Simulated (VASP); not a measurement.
Cu3O2:

```
Cu O
1.0
    -2.02298    2.02298    3.67362
     2.02298   -2.02298    3.67362
     2.02298    2.02298   -3.67362
Cu O
3 2
Direct
  0.00000 0.00000 0.00000
  0.75000 0.25000 0.50000
  0.25000 0.75000 0.50000
  0.50000 0.00000 0.50000
  0.00000 0.50000 0.50000
```

```yaml
Program: VASP 6.6.1
Task: relaxation of cell and atoms
Functional: BLYP
Potentials_or_basis: VASP PAW PBE potentials, release 64 (Cu, O)
Cutoff: 600 eV
k_mesh: 9 × 9 × 9
Occupations: fermi-dirac, width 0.05 eV
Spin: no spin polarisation
```

At the start: pressure 7.4 GPa; volume 12.03 Å³/atom.

How do energy, volume and symmetry change on relaxing?

Over 9 steps the energy falls by 18.3 meV/atom and the volume is 12.96 Å³/atom (+7.7 %); space group I4/mmm (No. 139, to 0.1 Å) before and after.

The path:
```tsv
step	energy change (eV)	largest force (eV/Å)	pressure (GPa)	volume (Å³)
1	0.0000	0.0000	7.35	60.14
2	-0.0490	0.0000	-2.91	65.07
3	-0.0693	0.0000	0.32	63.25
4	-0.0867	0.0000	0.24	64.02
5	-0.0914	0.0000	0.26	64.72
6	-0.0915	0.0000	0.21	64.68
7	-0.0914	0.0000	0.21	64.66
8	-0.0915	0.0000	-0.15	64.85
9	-0.0915	0.0000	-0.03	64.79
```

Final structure:
```
Cu O
1.0
    -2.09164    2.09164    3.70221
     2.09164   -2.09164    3.70221
     2.09164    2.09164   -3.70221
Cu O
3 2
Cartesian
  0.0000 0.0000 0.0000
  0.0000 2.0916 1.8511
  2.0916 0.0000 1.8511
  0.0000 2.0916 0.0000
  2.0916 0.0000 0.0000
```

Caveat: the PAW data sets were made with another functional, which shifts forces and pressure a little.
